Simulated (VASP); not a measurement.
Write the native input for VASP 6.6.1 that does the following.

```yaml
Task: single point
Functional: PBEsol
Potentials_or_basis: VASP PAW PBE potentials, release 64 (Ta_pv, C)
Cutoff: 520 eV
k_mesh: 8 × 8 × 8
Occupations: gaussian, width 0.1 eV
Spin: no spin polarisation
Dipole_correction: no
Further_INCAR_settings: ALGO = Normal; EDIFF = 1e-06; NBANDS = 37
```

The structure of Ta4C3 lies in POSCAR:

```
Ta4C3
1.0
    4.2189431263      0.0000000000      0.0000000000
    0.0000000000      4.2189431263      0.0000000000
    0.0000000000      0.0000000000      4.2189431263
Ta C
4 3
Direct
    0.0000000000      0.5000000000      0.5000000000
    0.5000000000      0.0000000000      0.5000000000
    0.5000000000      0.5000000000      0.0000000000
    0.0000000000      0.0000000000      0.0000000000
    0.5000000000      0.0000000000      0.0000000000
    0.0000000000      0.5000000000      0.0000000000
    0.0000000000      0.0000000000      0.5000000000
```

This cell differs from its parent crystal: volume scaled by 0.88.

One way to write it, as run:

INCAR

```
SYSTEM = Ta4C3
PREC = Accurate ; ENCUT = 520
EDIFF = 1E-6 ; ISMEAR = 0
SIGMA = 0.1 ; LREAL = .FALSE.
LASPH = .TRUE. ; NELM = 60
ALGO = Normal ; ISIF = 2
LWAVE = .FALSE. ; LCHARG = .FALSE.
GGA = PS ; NBANDS = 37
```

KPOINTS

```
regular mesh
0
G
  8 8 8
  0 0 0
```

Potentials or basis: VASP PAW PBE potentials, release 64 (Ta_pv, C).

Command:

```sh
$ cat potpaw_PBE.64/Ta_pv/POTCAR potpaw_PBE.64/C/POTCAR > POTCAR
$ mpirun -np 1 vasp_std > vasp.out
```

Results of the run:

```json
{
 "Pressure": "53.0 GPa",
 "Band gap on the k mesh": "zero (band 28 reaches 8.72 eV, above the bottom of band 29 at 7.48 eV)"
}
```

Caveat: the PAW data sets were made with another functional, which shifts forces and pressure a little; spin-orbit coupling is left out, which moves the levels of the heavy elements.

It took 2.5 min on 1 thread of AMD EPYC 7R43 64-Core Processor (Zen 3), with other jobs on the host, peak memory 0.18 GiB.
